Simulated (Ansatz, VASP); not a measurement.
BAs in VASP and in Ansatz

```
CELL_PARAMETERS angstrom
2.12755 0.00000 0.00000
0.00000 3.17406 0.00000
0.00000 0.00000 4.95098
ATOMIC_POSITIONS crystal
B 0.00000 0.50000 0.00000
As 0.50000 0.50000 0.50000
```

Alike in both runs: functional revPBE; k mesh 12 × 8 × 6; occupations fermi-dirac, width 0.05 eV; no spin polarisation.

|  | VASP | Ansatz |
| --- | --- | --- |
| version | VASP 6.6.1 | Ansatz 0.2.0 |
| potentials or method | VASP PAW PBE potentials, release 64 (B, As) | Ansatz PAW |
| plane-wave cutoff (eV) | 520 | 420 |
| valence electrons in the cell | 8 | 18 |
| task | single point | band structure |

|  | VASP | Ansatz | Ansatz less VASP |
| --- | --- | --- | --- |
| gap on the k mesh at the Fermi level (eV) | none | none | - |
| pressure (GPa) | 7.4 | 6.9 | -0.46 |
| traceless stress, the component that is largest in VASP (GPa) | 25.21 | 24.40 | -0.819 |

VASP's potentials were made for PBE, not for revPBE. A gap of «none» marks a metal or a gap that the smearing closes. VASP's potentials hold 8 valence electrons a cell and Ansatz's 18, so a difference there can come from the potentials and not from the codes.
